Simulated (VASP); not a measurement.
# Tl2Br (P6/mmm) in VASP: single point with PBE

Aim: the single point of Tl2Br with PBE.

All numbers are computed with VASP 6.6.1; they aren't measurements. Logs are shortened: lines on timing, memory, paths and dates and some standing lists are left out, and cuts for length are marked.

## Step 1: The cell of the first run

It takes space group P6/mmm (No. 191, hexagonal). The conventional cell has a = 5.592 Å, b = 5.592 Å, c = 3.709 Å, α = 90.00°, β = 90.00°, γ = 120.00°. Tl (site symmetry -6m2) has 5 Tl at 3.23 to 3.71 Å and 6 Br at 3.72 Å within 4.2 Å. Within 4.9 Å of Br (site symmetry 6/mmm) lie 2 Br at 3.71 Å and 12 Tl at 3.72 Å.

## Step 2: Single point, PBE

Input file INCAR:

```
ALGO = Normal
EDIFF = 1E-7
ENCUT = 520
GGA = PE
ISIF = 2
ISMEAR = 0
LASPH = T
LCHARG = F
LREAL = F
LWAVE = F
NBANDS = 24
NELM = 60
PREC = Accurate
SIGMA = 0.1
```

Input file KPOINTS:

```
k-points
0
Gamma
  12 12 12
```

Input file POSCAR:

```
Tl2Br
1.0
    5.5915181549      0.0000000000      0.0000000000
   -2.7957590775      4.8423967679      0.0000000000
    0.0000000000      0.0000000000      3.7090299211
Tl Br
2 1
Direct
    0.3333333333      0.6666666667      0.5000000000
    0.6666666667      0.3333333333      0.5000000000
    0.0000000000      0.0000000000      0.0000000000
```

Potentials or basis: VASP PAW PBE potentials, release 64 (Tl_d, Br).

On the command line:

```bash
> cat potpaw_PBE.64/Tl_d/POTCAR potpaw_PBE.64/Br/POTCAR > POTCAR
> mpirun -np 1 vasp_std > vasp.out
```

OUTCAR:

```text
EDIFF = 1E-7
   ENCUT = 520
   GGA = PE
   ISIF = 2
   ISMEAR = 0
   LASPH = T
   LREAL = F
   NELM = 60
   PREC = Accurate

 ion  position               nearest neighbor table
   1  0.333  0.667  0.500-   2 3.23   2 3.23   2 3.23
   2  0.667  0.333  0.500-   1 3.23   1 3.23   1 3.23
   3  0.000  0.000  0.000-

  LATTYP: Found a hexagonal cell.
 ALAT       =     5.5915181549
 C/A-ratio  =     0.6633314635

  Lattice vectors:

 A1 = (   5.5915181549,   0.0000000000,   0.0000000000)
 A2 = (  -2.7957590775,   4.8423967679,   0.0000000000)
 A3 = (   0.0000000000,   0.0000000000,   3.7090299211)

Analysis of symmetry for initial positions (statically):
=====================================================================
 Subroutine PRICEL returns:
 Original cell was already a primitive cell.

 Routine SETGRP: Setting up the symmetry group for a
 hexagonal supercell.

 Subroutine GETGRP returns: Found 24 space group operations
 (whereof 24 operations were pure point group operations)
 out of a pool of 24 trial point group operations.

The static configuration has the point symmetry D_6h.

Analysis of symmetry for dynamics (positions and initial velocities):
=====================================================================
 Subroutine PRICEL returns:
 Original cell was already a primitive cell.

 Routine SETGRP: Setting up the symmetry group for a
 hexagonal supercell.

 Subroutine GETGRP returns: Found 24 space group operations
 (whereof 24 operations were pure point group operations)
 out of a pool of 24 trial point group operations.

The dynamic configuration has the point symmetry D_6h.

 Subroutine INISYM returns: Found 24 space group operations
 (whereof 24 operations are pure point group operations),
 and found     1 'primitive' translations

----------------------------------------------------------------------------------------

                                     Primitive cell

  volume of cell :     100.4270

  direct lattice vectors                    reciprocal lattice vectors
     5.591518155  0.000000000  0.000000000     0.178842306  0.103254653  0.000000000
    -2.795759078  4.842396768  0.000000000     0.000000000  0.206509307  0.000000000
     0.000000000  0.000000000  3.709029921     0.000000000  0.000000000  0.269612276

  length of vectors
     5.591518155  5.591518155  3.709029921     0.206509307  0.206509307  0.269612276

  position of ions in fractional coordinates (direct lattice)
     0.333333333  0.666666667  0.500000000
     0.666666667  0.333333333  0.500000000
     0.000000000  0.000000000  0.000000000

  ion indices of the primitive-cell ions
   primitive index   ion index
                 1           1
                 2           2
                 3           3

----------------------------------------------------------------------------------------

 KPOINTS: k-points

Automatic generation of k-mesh.
 Grid dimensions read from file:
 generate k-points for:   12   12   12

 Generating k-lattice:

  Cartesian coordinates                     Fractional coordinates (reciprocal lattice)
     0.014903525  0.008604554  0.000000000     0.083333333 -0.000000000  0.000000000
     0.000000000  0.017209109  0.000000000     0.000000000  0.083333333  0.000000000
     0.000000000  0.000000000  0.022467690     0.000000000  0.000000000  0.083333333

  Length of vectors
     0.017209109  0.017209109  0.022467690

  Shift w.r.t. Gamma in fractional coordinates (k-lattice)
     0.000000000  0.000000000  0.000000000

 Subroutine IBZKPT returns following result:
 ===========================================

 Found    133 irreducible k-points:

 Following reciprocal coordinates:
            Coordinates               Weight
  0.000000  0.000000  0.000000      1.000000
  0.083333  0.000000  0.000000      6.000000
  0.166667  0.000000  0.000000      6.000000
  0.250000  0.000000  0.000000      6.000000
  0.333333  0.000000  0.000000      6.000000
  0.416667  0.000000  0.000000      6.000000
[... 16 lines left out ...]
  0.250000  0.000000  0.083333     12.000000
  0.333333  0.000000  0.083333     12.000000
 [... further k-points ...]
   k-points           NKPTS =    133   k-points in BZ     NKDIM =    133   number of bands    NBANDS=     24
   number of dos      NEDOS =    301   number of ions     NIONS =      3
   total plane-waves  NPLWV =  49392
   dimension x,y,z NGX =    42 NGY =   42 NGZ =   28
   dimension x,y,z NGXF=    84 NGYF=   84 NGZF=   56
   ions per type =               2   1
   NGX,Y,Z   is equivalent  to a cutoff of  12.49, 12.49, 12.55 a.u.
   NGXF,Y,Z  is equivalent  to a cutoff of  24.97, 24.97, 25.10 a.u.
 SYSTEM =  unknown system
   PREC   = accura    normal or accurate (medium, high low for compatibility)
   ISTART =      0    job   : 0-new  1-cont  2-samecut
   ICHARG =      2    charge: 1-file 2-atom 10-const
   ISPIN  =      1    spin polarized calculation?
   LNONCOLLINEAR =      F non collinear calculations
   LSORBIT =      F    spin-orbit coupling
   LASPH  =      T    aspherical Exc in radial PAW
   ENCUT  =  520.0 eV  38.22 Ry    6.18 a.u.  10.40 10.40  6.90*2*pi/ulx,y,z
   NELM   =     60;   NELMIN=  2; NELMDL= -5     # of ELM steps
   EDIFF  = 0.1E-06   stopping-criterion for ELM
   LREAL  =      F    real-space projection
   EDIFFG = 0.1E-05   stopping-criterion for IOM
   NSW    =      0    number of steps for IOM
   IBRION =     -1    ionic relax: 0-MD 1-quasi-New 2-CG
   NFREE  =      0    steps in history (QN), initial steepest desc. (CG)
   ISIF   =      2    stress and relaxation
   ISYM   =      2    0-nonsym 1-usesym 2-fastsym
   POTIM  = 0.5000    time-step for ionic-motion
   TEBEG  =    0.0;   TEEND  =   0.0 temperature during run
   PSTRESS=    0.0 pullay stress
   NELECT =      33.0000    total number of electrons
   NUPDOWN=      -1.0000    fix difference up-down
   EMIN   =  10.00;   EMAX   =-10.00  energy-range for DOS
   EFERMI =   0.00;   METHOD = LEGACY
   ISMEAR =     0;   SIGMA  =   0.10  broadening in eV -4-tet -1-fermi 0-gaus
   EFERMI_NEDOS =   21; number of points for ismear=-14 and -15
   IALGO  =     38    algorithm
   IMIX   =      4    mixing-type and parameters
     AMIX     =   0.40;   BMIX     =  1.00
     AMIX_MAG =   1.60;   BMIX_MAG =  1.00
  volume/ion in A,a.u.               =      33.48       225.90
  Fermi-wavevector in a.u.,A,eV,Ry     =   1.129699  2.134821 17.364018  1.276219
  Thomas-Fermi vector in A             =   2.266393
   LORBIT       =      0    0 simple, 1 ext, 2 COOP (PROOUT), +10 PAW based schemes
   GGA     = PE    functional components
   LHFCALC =     F    Hartree Fock is set to
   AEXX    =    0.0000 exact exchange contribution
   IVDW    =     0    specifies the selected vdW correction
   LEPSILON=     F    determine dielectric tensor
   LRPA    =     F    only Hartree local field effects (RPA)
 non-spin polarized calculation
 Gauss-broadening in eV      SIGMA  =   0.10
  energy-cutoff  :      520.00
  volume of cell :      100.43
 maximum number of plane-waves:      2737
 NGX is ok and might be reduce to    42
   NGX = 21   NGY = 21   NGZ = 13

 number of electron      33.0000002 magnetization

 Free energy of the ion-electron system (eV)
  ---------------------------------------------------
  ext. energy  EPLUGINS =         0.00000000
  ---------------------------------------------------
  free energy    TOTEN  =        -6.87828563 eV

  energy without entropy =       -6.86395001  energy(sigma->0) =       -6.87111782

 E-fermi :   4.2767     XC(G=0):  -8.9588

 val. band max:        4.2687060142   @ k =   0.1667   0.1667   0.0833
 cond. band min:       4.2806047914   @ k =   0.1667   0.0000   0.1667
 fundamental gap:      0.0118987772
 Fermi energy:         4.2767395767

 k-point     1 :       0.0000    0.0000    0.0000
  band No.  band energies     occupation
      1     -10.8063      2.00000
      2      -8.0321      2.00000
      3      -7.8768      2.00000
      4      -7.8768      2.00000
      5      -7.7549      2.00000
      6      -7.7549      2.00000
[... 16 lines left out ...]
     23      12.2875      0.00000
     24      12.3422      0.00000

 k-point     2 :       0.0833    0.0000    0.0000
  band No.  band energies     occupation
      1     -10.8035      2.00000
      2      -8.0321      2.00000
      3      -7.8930      2.00000
      4      -7.8923      2.00000
      5      -7.7561      2.00000
      6      -7.7527      2.00000
[... 16 lines left out ...]
     23      12.1660      0.00000
     24      12.5645      0.00000

 k-point     3 :       0.1667    0.0000    0.0000
  band No.  band energies     occupation
      1     -10.7961      2.00000
      2      -8.0323      2.00000
      3      -7.9277      2.00000
      4      -7.9235      2.00000
      5      -7.7595      2.00000
      6      -7.7465      2.00000
[... 16 lines left out ...]
     23      11.8392      0.00000
     24      13.0064      0.00000

 k-point     4 :       0.2500    0.0000    0.0000
  band No.  band energies     occupation
      1     -10.7862      2.00000
      2      -8.0334      2.00000
      3      -7.9639      2.00000
      4      -7.9516      2.00000
      5      -7.7639      2.00000
      6      -7.7371      2.00000
[... 16 lines left out ...]
     23      11.4042      0.00000
     24      13.3476      0.00000

 k-point     5 :       0.3333    0.0000    0.0000
  band No.  band energies     occupation
      1     -10.7766      2.00000
      2      -8.0354      2.00000
      3      -7.9932      2.00000
      4      -7.9701      2.00000
      5      -7.7682      2.00000
      6      -7.7394      2.00000
[... 451 lines left out ...]
 k-point    22 :       0.1667    0.0000    0.0833
  band No.  band energies     occupation
      1     -10.7785      2.00000
      2      -8.0197      2.00000
      3      -7.9268      2.00000
      4      -7.9206      2.00000
      5      -7.7678      2.00000
      6      -7.7549      2.00000
[... 16 lines left out ...]
     23      11.1007      0.00000
     24      13.3508      0.00000

 k-point    23 :       0.2500    0.0000    0.0833
  band No.  band energies     occupation
      1     -10.7692      2.00000
      2      -8.0230      2.00000
      3      -7.9628      2.00000
      4      -7.9465      2.00000
      5      -7.7725      2.00000
      6      -7.7458      2.00000
[... 16 lines left out ...]
     23      11.2752      0.00000
     24      13.7047      0.00000

 k-point    24 :       0.3333    0.0000    0.0833
  band No.  band energies     occupation
      1     -10.7602      2.00000
      2      -8.0282      2.00000
      3      -7.9921      2.00000
      4      -7.9618      2.00000
      5      -7.7770      2.00000
      6      -7.7365      2.00000
[... 16 lines left out ...]
     23      11.4135      0.00000
     24      13.4699      0.00000

 [... further k-points ...]

------------------------ aborting loop because EDIFF is reached ----------------------------------------

  FORCE on cell =-STRESS in cart. coord.  units (eV):
  Direction    XX          YY          ZZ          XY          YZ          ZX
  --------------------------------------------------------------------------------------
  -------------------------------------------------------------------------------------
  Total       -0.0032646     -0.0032646     -0.0169951      0.0000000     -0.0000000      0.0000000
  in kB       -0.0520816     -0.0520816     -0.2711333      0.0000000     -0.0000000      0.0000000
  external PRESSURE =      -0.1250988 kB  Pullay stress =       0.0000000 kB

 VOLUME and BASIS-vectors are now :
 -----------------------------------------------------------------------------
  energy-cutoff  :      520.00
  volume of cell :      100.43
      direct lattice vectors                 reciprocal lattice vectors
     5.591518155  0.000000000  0.000000000     0.178842306  0.103254653  0.000000000
    -2.795759078  4.842396768  0.000000000     0.000000000  0.206509307  0.000000000
     0.000000000  0.000000000  3.709029921     0.000000000  0.000000000  0.269612276

 POSITION                                       TOTAL-FORCE (eV/Angst)
 -----------------------------------------------------------------------------------
     -0.00000      3.22826      1.85451        -0.000000      0.000000      0.000000
      2.79576      1.61413      1.85451         0.000000     -0.000000     -0.000000
      0.00000      0.00000      0.00000         0.000000      0.000000      0.000000
 -----------------------------------------------------------------------------------
    total drift:                                0.000000      0.000000     -0.000000

  FREE ENERGIE OF THE ION-ELECTRON SYSTEM (eV)
  ---------------------------------------------------
  free  energy   TOTEN  =        -6.8782856288 eV

  energy  without entropy=       -6.8639500067  energy(sigma->0) =       -6.87111782
```

Wall time 2.5 min (1 thread of Intel Xeon 6975P-C (Granite Rapids), shared host); peak memory 0.42 GiB.

What came out:

| Property | Result |
| --- | --- |
| Free energy | -6.8783 eV |
| Pressure | 0.0 GPa |
| Band gap on the k mesh | zero (an odd number of electrons rules out a gap without spin polarisation) |

Caveat: spin-orbit coupling is left out, which moves the levels of the heavy elements.
